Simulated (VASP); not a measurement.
Wanted: the native input for a VASP 6.6.1 run.

```
Task                   : single point
Functional             : PBE
Dispersion             : D3(BJ)
Potentials or basis    : VASP PAW PBE potentials, release 64 (W_sv, Si)
Cutoff                 : 520 eV
k mesh                 : 6 × 6 × 1
Occupations            : gaussian, width 0.1 eV
Spin                   : no spin polarisation
Dipole correction      : yes
Further INCAR settings : ALGO = Normal; EDIFF = 1e-06; NBANDS = 53
```

The structure of SiW6 lies in POSCAR:

```
SiW6
1.0
    4.4682526324      0.0000000000      0.0000000000
   -2.2341263162      3.8696202902      0.0000000000
    0.0000000000      0.0000000000     21.7259061349
W Si
6 1
Direct
    0.6666666667      0.3333333333      0.1841119986
    0.3333333333      0.6666666667      0.2260931360
    0.0000000000      0.0000000000      0.2680742733
    0.6666666667      0.3333333333      0.3070897866
    0.3333333333      0.6666666667      0.3466976876
    0.0000000000      0.0000000000      0.3832248047
    0.2222222222      0.6666666667      0.5397200035
```

The input as run:

INCAR

```
SYSTEM = SiW6
PREC = Accurate
ENCUT = 520
EDIFF = 1E-6
ISMEAR = 0
SIGMA = 0.1
LREAL = .FALSE.
LASPH = .TRUE.
NELM = 80
ALGO = Normal
ISIF = 2
LWAVE = .FALSE.
LCHARG = .FALSE.
LDIPOL = .TRUE.
IDIPOL = 3
DIPOL = 0.5 0.5 0.322
GGA = PE
IVDW = 12
NBANDS = 53
```

KPOINTS

```
regular mesh
0
G
  6 6 1
  0 0 0
```

Potentials or basis: VASP PAW PBE potentials, release 64 (W_sv, Si).

Run with:

```bash
$ cat potpaw_PBE.64/W_sv/POTCAR potpaw_PBE.64/Si/POTCAR > POTCAR
$ mpirun -np 1 vasp_std > vasp.out
```

It gave:

```
Largest force              : 4.780 eV/Å
Band gap on the k mesh     : zero (band 44 reaches 0.42 eV, above the bottom of band 45 at 0.09 eV)
Dispersion energy per atom : -0.409 eV
```

Caveat: spin-orbit coupling is left out, which moves the levels of the heavy elements.

Run time: 8.2 min on 1 thread of Intel(R) Xeon(R) 6975P-C (Granite Rapids), with other jobs on the host, peak memory 0.68 GiB.
